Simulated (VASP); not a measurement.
Input of a VASP 6.6.1 run:

INCAR

```
ALGO = Normal ; EDIFF = 1E-6
ENCUT = 520 ; GGA = PE
ISIF = 2 ; ISMEAR = 0
LASPH = True ; LCHARG = False
LREAL = False ; LWAVE = False
NBANDS = 11 ; NELM = 60
PREC = Accurate ; SIGMA = 0.02
```

File KPOINTS:

```
k-points
0
Gamma
  10 10 10
```

POSCAR

```
MgO
1.0
    0.0000000000      2.1420908079      2.1420908079
    2.1420908079      0.0000000000      2.1420908079
    2.1420908079      2.1420908079      0.0000000000
Mg O
1 1
Direct
    0.0000000000      0.0000000000      0.0000000000
    0.5000000000      0.5000000000      0.5000000000
```

Potentials or basis: VASP PAW PBE potentials, release 64 (Mg, O).

Command:

```bash
$ cat potpaw_PBE.64/Mg/POTCAR potpaw_PBE.64/O/POTCAR > POTCAR
$ mpirun -np 1 vasp_std > vasp.out
```

Estimate the pressure.

-3.8 GPa.

Estimate the band gap on the k mesh.

4.25 eV, direct.

A hybrid or GW would open this gap; PBE tends to underestimate it.
